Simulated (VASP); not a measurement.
# Pd (Fm-3m) in VASP: a series of runs

Pd is run at these levels: LDA; tasks: single point, relaxation of cell and atoms.

All numbers are computed with VASP 6.6.1; they aren't measurements. Logs are shortened: lines on timing, memory, paths and dates and some standing lists are left out, and cuts for length are marked.

## Step 1: The cell of the first run

It takes space group Fm-3m (No. 225, cubic). The conventional cell has a = 3.843 Å, b = 3.843 Å, c = 3.843 Å, α = 90.00°, β = 90.00°, γ = 90.00°. Pd (site symmetry m-3m) has 12 Pd at 2.72 Å within 3.6 Å.

## Step 2: Single point, LDA

File INCAR:

```
ALGO = Fast ; EDIFF = 1E-6
ENCUT = 520 ; GGA = CA
ISIF = 2 ; ISMEAR = -1
LASPH = True ; LCHARG = False
LREAL = False ; LWAVE = False
NBANDS = 11 ; NELM = 100
PREC = Accurate ; SIGMA = 0.15
```

File KPOINTS:

```
k-points
0
Gamma
  18 18 18
```

File POSCAR:

```
Pd
1.0
    0.0000000000      1.9215838934      1.9215838934
    1.9215838934      0.0000000000      1.9215838934
    1.9215838934      1.9215838934      0.0000000000
Pd
1
Direct
    0.0000000000      0.0000000000      0.0000000000
```

Potentials or basis: VASP PAW LDA potentials, release 64 (Pd).

On the command line:

```sh
$ cat potpaw_LDA.64/Pd/POTCAR > POTCAR
$ mpirun -np 1 vasp_std > vasp.out
```

OUTCAR:

```text
EDIFF = 1E-6
   ENCUT = 520
   GGA = CA
   ISIF = 2
   ISMEAR = -1
   LASPH = True
   LREAL = False
   NELM = 100
   PREC = Accurate

 ion  position               nearest neighbor table
   1  0.000  0.000  0.000-

  LATTYP: Found a face centered cubic cell.
 ALAT       =     3.8431677868

  Lattice vectors:

 A1 = (   0.0000000000,   1.9215838934,   1.9215838934)
 A2 = (   1.9215838934,   0.0000000000,   1.9215838934)
 A3 = (   1.9215838934,   1.9215838934,   0.0000000000)

Analysis of symmetry for initial positions (statically):
=====================================================================
 Subroutine PRICEL returns:
 Original cell was already a primitive cell.

 Routine SETGRP: Setting up the symmetry group for a
 face centered cubic supercell.

 Subroutine GETGRP returns: Found 48 space group operations
 (whereof 48 operations were pure point group operations)
 out of a pool of 48 trial point group operations.

The static configuration has the point symmetry O_h .

Analysis of symmetry for dynamics (positions and initial velocities):
=====================================================================
 Subroutine PRICEL returns:
 Original cell was already a primitive cell.

 Routine SETGRP: Setting up the symmetry group for a
 face centered cubic supercell.

 Subroutine GETGRP returns: Found 48 space group operations
 (whereof 48 operations were pure point group operations)
 out of a pool of 48 trial point group operations.

The dynamic configuration has the point symmetry O_h .

 Subroutine INISYM returns: Found 48 space group operations
 (whereof 48 operations are pure point group operations),
 and found     1 'primitive' translations

----------------------------------------------------------------------------------------

                                     Primitive cell

  volume of cell :      14.1908

  direct lattice vectors                    reciprocal lattice vectors
     0.000000000  1.921583893  1.921583893    -0.260202014  0.260202014  0.260202014
     1.921583893  0.000000000  1.921583893     0.260202014 -0.260202014  0.260202014
     1.921583893  1.921583893  0.000000000     0.260202014  0.260202014 -0.260202014

  length of vectors
     2.717530003  2.717530003  2.717530003     0.450683109  0.450683109  0.450683109

  position of ions in fractional coordinates (direct lattice)
     0.000000000  0.000000000  0.000000000

  ion indices of the primitive-cell ions
   primitive index   ion index
                 1           1

----------------------------------------------------------------------------------------

 KPOINTS: k-points

Automatic generation of k-mesh.
 Grid dimensions read from file:
 generate k-points for:   18   18   18

 Generating k-lattice:

  Cartesian coordinates                     Fractional coordinates (reciprocal lattice)
    -0.014455667  0.014455667  0.014455667     0.055555556  0.000000000  0.000000000
     0.014455667 -0.014455667  0.014455667     0.000000000  0.055555556  0.000000000
     0.014455667  0.014455667 -0.014455667     0.000000000  0.000000000  0.055555556

  Length of vectors
     0.025037951  0.025037951  0.025037951

  Shift w.r.t. Gamma in fractional coordinates (k-lattice)
     0.000000000  0.000000000  0.000000000

 Subroutine IBZKPT returns following result:
 ===========================================

 Found    195 irreducible k-points:

 Following reciprocal coordinates:
            Coordinates               Weight
  0.000000  0.000000  0.000000      1.000000
  0.055556  0.000000  0.000000      8.000000
  0.111111  0.000000  0.000000      8.000000
  0.166667  0.000000  0.000000      8.000000
  0.222222  0.000000  0.000000      8.000000
  0.277778  0.000000  0.000000      8.000000
[... 16 lines left out ...]
 -0.277778  0.055556  0.000000     24.000000
 -0.222222  0.055556  0.000000     24.000000
 [... further k-points ...]
   k-points           NKPTS =    195   k-points in BZ     NKDIM =    195   number of bands    NBANDS=     11
   number of dos      NEDOS =    301   number of ions     NIONS =      1
   total plane-waves  NPLWV =   8000
   dimension x,y,z NGX =    20 NGY =   20 NGZ =   20
   dimension x,y,z NGXF=    40 NGYF=   40 NGZF=   40
   ions per type =               1
   NGX,Y,Z   is equivalent  to a cutoff of  12.24, 12.24, 12.24 a.u.
   NGXF,Y,Z  is equivalent  to a cutoff of  24.47, 24.47, 24.47 a.u.
 SYSTEM =  unknown system
   PREC   = accura    normal or accurate (medium, high low for compatibility)
   ISTART =      0    job   : 0-new  1-cont  2-samecut
   ICHARG =      2    charge: 1-file 2-atom 10-const
   ISPIN  =      1    spin polarized calculation?
   LNONCOLLINEAR =      F non collinear calculations
   LSORBIT =      F    spin-orbit coupling
   LASPH  =      T    aspherical Exc in radial PAW
   ENCUT  =  520.0 eV  38.22 Ry    6.18 a.u.   5.05  5.05  5.05*2*pi/ulx,y,z
   NELM   =    100;   NELMIN=  2; NELMDL= -5     # of ELM steps
   EDIFF  = 0.1E-05   stopping-criterion for ELM
   LREAL  =      F    real-space projection
   EDIFFG = 0.1E-04   stopping-criterion for IOM
   NSW    =      0    number of steps for IOM
   IBRION =     -1    ionic relax: 0-MD 1-quasi-New 2-CG
   NFREE  =      0    steps in history (QN), initial steepest desc. (CG)
   ISIF   =      2    stress and relaxation
   ISYM   =      2    0-nonsym 1-usesym 2-fastsym
   POTIM  = 0.5000    time-step for ionic-motion
   TEBEG  =    0.0;   TEEND  =   0.0 temperature during run
   PSTRESS=    0.0 pullay stress
   NELECT =      10.0000    total number of electrons
   NUPDOWN=      -1.0000    fix difference up-down
   EMIN   =  10.00;   EMAX   =-10.00  energy-range for DOS
   EFERMI =   0.00;   METHOD = LEGACY
   ISMEAR =    -1;   SIGMA  =   0.15  broadening in eV -4-tet -1-fermi 0-gaus
   EFERMI_NEDOS =   21; number of points for ismear=-14 and -15
   IALGO  =     68    algorithm
   IMIX   =      4    mixing-type and parameters
     AMIX     =   0.40;   BMIX     =  1.00
     AMIX_MAG =   1.60;   BMIX_MAG =  1.00
  volume/ion in A,a.u.               =      14.19        95.76
  Fermi-wavevector in a.u.,A,eV,Ry     =   1.456819  2.752988 28.875923  2.122320
  Thomas-Fermi vector in A             =   2.573692
   LORBIT       =      0    0 simple, 1 ext, 2 COOP (PROOUT), +10 PAW based schemes
   GGA     = CA    functional components
   LHFCALC =     F    Hartree Fock is set to
   AEXX    =    0.0000 exact exchange contribution
   IVDW    =     0    specifies the selected vdW correction
   LEPSILON=     F    determine dielectric tensor
   LRPA    =     F    only Hartree local field effects (RPA)
 non-spin polarized calculation
 RMM-DIIS sequential band-by-band and
  energy-cutoff  :      520.00
  volume of cell :       14.19
 maximum number of plane-waves:       392
   NGX = 11   NGY = 11   NGZ = 11

 number of electron      10.0000005 magnetization

 Free energy of the ion-electron system (eV)
  ---------------------------------------------------
  ext. energy  EPLUGINS =         0.00000000
  ---------------------------------------------------
  free energy    TOTEN  =        -6.56433098 eV

  energy without entropy =       -6.44946030  energy(sigma->0) =       -6.50689564

 E-fermi :  10.3316     XC(G=0): -13.7548

 val. band max:       10.3273094411   @ k =  -0.3333   0.3889   0.1667
 cond. band min:      10.3362289298   @ k =   0.5000   0.2222   0.0000
 fundamental gap:      0.0089194887
 Fermi energy:        10.3316064944

 k-point     1 :       0.0000    0.0000    0.0000
  band No.  band energies     occupation
      1       2.7276      2.00000
      2       7.2194      2.00000
      3       7.2194      2.00000
      4       7.2194      2.00000
      5       8.9664      1.99978
      6       8.9664      1.99978
      7      27.4104      0.00000
      8      32.3480      0.00000
      9      32.3480      0.00000
     10      32.3480      0.00000
     11      37.7671      0.00000

 k-point     2 :       0.0556    0.0000    0.0000
  band No.  band energies     occupation
      1       2.8441      2.00000
      2       7.1758      2.00000
      3       7.2614      2.00000
      4       7.2614      2.00000
      5       8.9454      1.99981
      6       8.9454      1.99981
      7      27.5465      0.00000
      8      31.6039      0.00000
      9      32.4916      0.00000
     10      32.4916      0.00000
     11      36.0655      0.00000

 k-point     3 :       0.1111    0.0000    0.0000
  band No.  band energies     occupation
      1       3.1803      2.00000
      2       7.0668      2.00000
      3       7.3711      2.00000
      4       7.3711      2.00000
      5       8.9011      1.99986
      6       8.9011      1.99986
      7      27.8714      0.00000
      8      30.0713      0.00000
      9      32.9017      0.00000
     10      32.9017      0.00000
     11      36.4133      0.00000

 k-point     4 :       0.1667    0.0000    0.0000
  band No.  band energies     occupation
      1       3.6859      2.00000
      2       6.9644      2.00000
      3       7.4944      2.00000
      4       7.4944      2.00000
      5       8.8927      1.99986
      6       8.8927      1.99986
      7      27.7318      0.00000
      8      28.7997      0.00000
      9      33.5085      0.00000
     10      33.5085      0.00000
     11      37.0005      0.00000

 k-point     5 :       0.2222    0.0000    0.0000
  band No.  band energies     occupation
      1       4.2357      2.00000
      2       7.0166      2.00000
      3       7.5485      2.00000
      4       7.5485      2.00000
      5       9.0053      1.99971
      6       9.0053      1.99971
      7      26.0457      0.00000
      8      28.6878      0.00000
      9      34.1345      0.00000
     10      34.1345      0.00000
     11      36.3645      0.00000

 k-point     6 :       0.2778    0.0000    0.0000
  band No.  band energies     occupation
      1       4.6126      2.00000
      2       7.4516      2.00000
      3       7.4983      2.00000
      4       7.4983      2.00000
      5       9.2664      1.99835
      6       9.2664      1.99835
      7      24.0445      0.00000
      8      28.3492      0.00000
      9      34.2313      0.00000
     10      34.2313      0.00000
     11      36.7246      0.00000

 k-point     7 :       0.3333    0.0000    0.0000
  band No.  band energies     occupation
      1       4.7195      2.00000
      2       7.3896      2.00000
      3       7.3896      2.00000
      4       8.3511      2.00000
      5       9.6079      1.98407
      6       9.6079      1.98407
      7      21.9957      0.00000
      8      27.7853      0.00000
      9      33.4090      0.00000
     10      33.4090      0.00000
     11      37.0730      0.00000

 k-point     8 :       0.3889    0.0000    0.0000
  band No.  band energies     occupation
      1       4.6842      2.00000
      2       7.2787      2.00000
      3       7.2787      2.00000
      4       9.5166      1.99130
      5       9.9367      1.86591
      6       9.9367      1.86591
      7      20.0559      0.00000
      8      27.2596      0.00000
      9      32.4565      0.00000
     10      32.4565      0.00000
     11      37.6480      0.00000
[... 141 lines left out ...]
 k-point    19 :       0.5000    0.0556    0.0000
  band No.  band energies     occupation
      1       4.6860      2.00000
      2       7.1074      2.00000
      3       7.2476      2.00000
      4       9.6113      1.98371
      5      10.2632      1.22424
      6      11.7664      0.00014
      7      17.9102      0.00000
      8      26.8974      0.00000
      9      31.1850      0.00000
     10      31.2832      0.00000
     11      37.9889      0.00000

 k-point    20 :      -0.4444    0.0556    0.0000
  band No.  band energies     occupation
      1       4.6955      2.00000
      2       7.1267      2.00000
      3       7.2470      2.00000
      4       9.6084      1.98402
      5      10.1493      1.54242
      6      11.6402      0.00033
      7      18.1465      0.00000
      8      26.9309      0.00000
      9      30.9645      0.00000
     10      31.6827      0.00000
     11      38.2995      0.00000

 k-point    21 :      -0.3889    0.0556    0.0000
  band No.  band energies     occupation
      1       4.7474      2.00000
      2       7.2013      2.00000
      3       7.3017      2.00000
      4       9.1965      1.99897
      5       9.8839      1.90373
      6      10.9325      0.03577
      7      19.5046      0.00000
      8      27.1894      0.00000
      9      31.1591      0.00000
     10      32.5272      0.00000
     11      37.7010      0.00000

 k-point    22 :      -0.3333    0.0556    0.0000
  band No.  band energies     occupation
      1       4.8042      2.00000
      2       7.3128      2.00000
      3       7.4019      2.00000
      4       8.3909      2.00000
      5       9.5212      1.99103
      6      10.2810      1.16720
      7      21.3762      0.00000
      8      27.6383      0.00000
      9      31.6851      0.00000
     10      33.7689      0.00000
     11      36.8003      0.00000

 k-point    23 :      -0.2778    0.0556    0.0000
  band No.  band energies     occupation
      1       4.7693      2.00000
      2       7.3728      2.00000
      3       7.5216      2.00000
      4       7.5994      2.00000
      5       9.1373      1.99930
      6       9.7838      1.94942
      7      23.4213      0.00000
      8      28.1798      0.00000
      9      32.3690      0.00000
     10      35.3138      0.00000
     11      35.6839      0.00000

 k-point    24 :      -0.2222    0.0556    0.0000
  band No.  band energies     occupation
      1       4.4883      2.00000
      2       6.9742      2.00000
      3       7.5679      2.00000
      4       7.6053      2.00000
      5       8.8286      1.99991
      6       9.3946      1.99613
      7      25.4593      0.00000
      8      28.6040      0.00000
      9      32.8216      0.00000
     10      35.1144      0.00000
     11      35.5906      0.00000

 [... further k-points ...]
[... 5 lines left out ...]
  --------------------------------------------------------------------------------------
  -------------------------------------------------------------------------------------
  Total        0.0286129      0.0286129      0.0286129     -0.0000000      0.0000000     -0.0000000
  in kB        3.2304595      3.2304595      3.2304595     -0.0000000      0.0000000     -0.0000000
  external PRESSURE =       3.2304595 kB  Pullay stress =       0.0000000 kB

 VOLUME and BASIS-vectors are now :
 -----------------------------------------------------------------------------
  energy-cutoff  :      520.00
  volume of cell :       14.19
      direct lattice vectors                 reciprocal lattice vectors
     0.000000000  1.921583893  1.921583893    -0.260202014  0.260202014  0.260202014
     1.921583893  0.000000000  1.921583893     0.260202014 -0.260202014  0.260202014
     1.921583893  1.921583893  0.000000000     0.260202014  0.260202014 -0.260202014

 POSITION                                       TOTAL-FORCE (eV/Angst)
 -----------------------------------------------------------------------------------
      0.00000      0.00000      0.00000         0.000000      0.000000      0.000000
 -----------------------------------------------------------------------------------
    total drift:                                0.000000      0.000000      0.000000

  FREE ENERGIE OF THE ION-ELECTRON SYSTEM (eV)
  ---------------------------------------------------
  free  energy   TOTEN  =        -6.5643309770 eV

  energy  without entropy=       -6.4494603042  energy(sigma->0) =       -6.50689564
```

It took 9.9 s on 1 thread of Intel Xeon 6975P-C (Granite Rapids), shared host; peak memory 0.14 GiB.

What came out:

```
Free energy            : -6.5643 eV
Pressure               : 0.3 GPa
Band gap on the k mesh : zero (band 5 reaches 10.60 eV, above the bottom of band 6 at 8.89 eV)
```

## Step 3: Relaxation of cell and atoms, LDA

File INCAR:

```
PREC = Accurate
ENCUT = 600
EDIFF = 1E-6
ISMEAR = 0
SIGMA = 0.1
LREAL = False
LASPH = True
NELM = 60
ALGO = Fast
ISIF = 3
LWAVE = False
LCHARG = False
GGA = CA
IBRION = 2
NSW = 100
EDIFFG = -0.002
```

File KPOINTS:

```
Automatic mesh
0
Gamma
  16 16 16
```

File POSCAR:

```
Pd
1.0
    0.0000000000      1.9225837213      1.9225837213
    1.9225837213      0.0000000000      1.9225837213
    1.9225837213      1.9225837213      0.0000000000
Pd
1
Direct
    0.0000000000      0.0000000000      0.0000000000
```

Potentials or basis: VASP PAW LDA potentials, release 64 (Pd).

On the command line:

```sh
$ cat potpaw_LDA.64/Pd/POTCAR > POTCAR
$ mpirun -np 1 vasp_std > vasp.out
```

Wall time 13 s (1 thread of Intel Xeon 6975P-C (Granite Rapids), shared host); peak memory 0.15 GiB.

Results (log left out):

| Item | Value |
| --- | --- |
| Free energy | -6.4988 eV |
| Relaxed volume | 14.17 Å³/atom |
| Relaxed cell | a = 2.716 Å, b = 2.716 Å, c = 2.716 Å, α = 60.00°, β = 60.00°, γ = 60.00° |
| Space group after relaxing (to 0.05 Å) | Fm-3m (No. 225) |
| Energy gained by relaxing | 0.1 meV/atom |
| Ionic steps | 3 |
| Pressure after relaxing | 0.0 GPa |
| Band gap on the k mesh | zero (band 5 reaches 10.63 eV, above the bottom of band 6 at 8.92 eV) |

Final structure:
```
Pd
1.0
     0.00000    1.92081    1.92081
     1.92081    0.00000    1.92081
     1.92081    1.92081    0.00000
Pd
1
Cartesian
  0.0000 0.0000 0.0000
```

Levels at points of the mesh, in eV from the Fermi level:
| k point | band 3 | band 4 | band 5 | band 6 | band 7 | band 8 |
| --- | --- | --- | --- | --- | --- | --- |
| (0.00, 0.00, 0.00) | -3.08 | -3.08 | -1.33 | -1.33 | 17.11 | 22.05 |
| (0.50, 0.00, 0.00) | -3.13 | -0.03 | -0.03 | 0.82 | 7.55 | 16.49 |
| (0.50, 0.50, 0.00) | -0.05 | 0.30 | 0.30 | 3.22 | 11.11 | 13.25 |

## Step 4: Relaxation of cell and atoms, LDA

This run uses another cell than the first one, of 14.16 Å³/atom, 0.997 times its volume.

File INCAR:

```
SYSTEM = Pd
PREC = Accurate
ENCUT = 600
EDIFF = 1E-6
ISMEAR = -1
SIGMA = 0.15
LREAL = .False.
LASPH = .True.
NELM = 60
ALGO = Normal
ISIF = 3
LWAVE = .False.
LCHARG = .False.
GGA = CA
IBRION = 2
NSW = 80
EDIFFG = -0.001
```

File KPOINTS:

```
regular mesh
0
Gamma
  18 18 18
  0 0 0
```

File POSCAR:

```
Pd
1.0
    0.0000000000      1.9199738897      1.9199738897
    1.9199738897      0.0000000000      1.9199738897
    1.9199738897      1.9199738897      0.0000000000
Pd
1
Direct
    0.0000000000      0.0000000000      0.0000000000
```

On the command line:

```sh
$ cat potpaw_LDA.64/Pd/POTCAR > POTCAR
$ mpirun -np 1 vasp_std > vasp.out
```

Run time: 26 s. Hardware: 1 thread of Intel Xeon 6975P-C (Granite Rapids), shared host; peak memory 0.17 GiB.

The run converged. Its results:

```yaml
Free_energy: -6.5643 eV
Relaxed_volume: 14.21 Å³/atom
Relaxed_cell: a = 2.719 Å, b = 2.719 Å, c = 2.719 Å, α = 60.00°, β = 60.00°, γ = 60.00°
Space_group_after_relaxing_to_0.05_Å: Fm-3m (No. 225)
Energy_gained_by_relaxing: 0.1 meV/atom
Ionic_steps: 10
Pressure_after_relaxing: 0.0 GPa
Band_gap_on_the_k_mesh: zero (band 5 reaches 10.57 eV, above the bottom of band 6 at 8.87 eV)
```

Step by step:
```csv
step,energy change (eV),largest force (eV/Å),pressure (GPa),volume (Å³)
1,0.0000,0.0000,0.85,14.16
2,0.0004,0.0000,-1.56,14.31
3,-0.0001,0.0000,-0.04,14.21
4,-0.0001,0.0000,0.04,14.21
5,-0.0001,0.0000,0.03,14.21
6,-0.0001,0.0000,0.02,14.21
7,-0.0001,0.0000,0.01,14.21
8,-0.0001,0.0000,0.01,14.21
9,-0.0001,0.0000,0.01,14.21
10,-0.0001,0.0000,0.01,14.21
```

Final structure:
```xyz
1
Lattice="0.0000 1.9224 1.9224 1.9224 0.0000 1.9224 1.9224 1.9224 0.0000" Properties=species:S:1:pos:R:3 pbc="T T T"
Pd    1.9224    1.9224    0.0000
```

Levels at points of the mesh, in eV from the Fermi level:
```
           k point  band 2  band 3  band 4  band 5  band 6  band 7  band 8  band 9
(0.00, 0.00, 0.00)   -3.11   -3.11   -3.11   -1.36   -1.36   17.08   22.01   22.01
(0.50, 0.00, 0.00)   -3.15   -3.15   -0.07   -0.07    0.80    7.50   16.46   21.22
(0.50, 0.50, 0.00)   -5.52   -0.10    0.26    0.26    3.19   11.05   13.21   13.21
```

## Step 5: Overview

```csv
task,cell,k mesh,cutoff (eV),smearing,gap on the mesh (eV),pressure (GPa),relaxed volume (Å³/atom)
single point,"a = 2.718 Å, angles 60.0°, 1 atom",18 × 18 × 18,520,fermi-dirac 0.15 eV,none,0.3,-
relaxation of cell and atoms,"relaxed from a = 2.719 Å, angles 60.0°, 1 atom",16 × 16 × 16,600,gaussian 0.1 eV,none,0.0,14.17
relaxation of cell and atoms,"relaxed from a = 2.715 Å, angles 60.0°, 1 atom",18 × 18 × 18,600,fermi-dirac 0.15 eV,none,0.0,14.21
```

Alike in all rows: level LDA; potentials or basis VASP PAW LDA potentials, release 64 (Pd); no spin polarisation.

Total energies depend on the potentials used, so only differences within one code and one set of settings carry meaning.
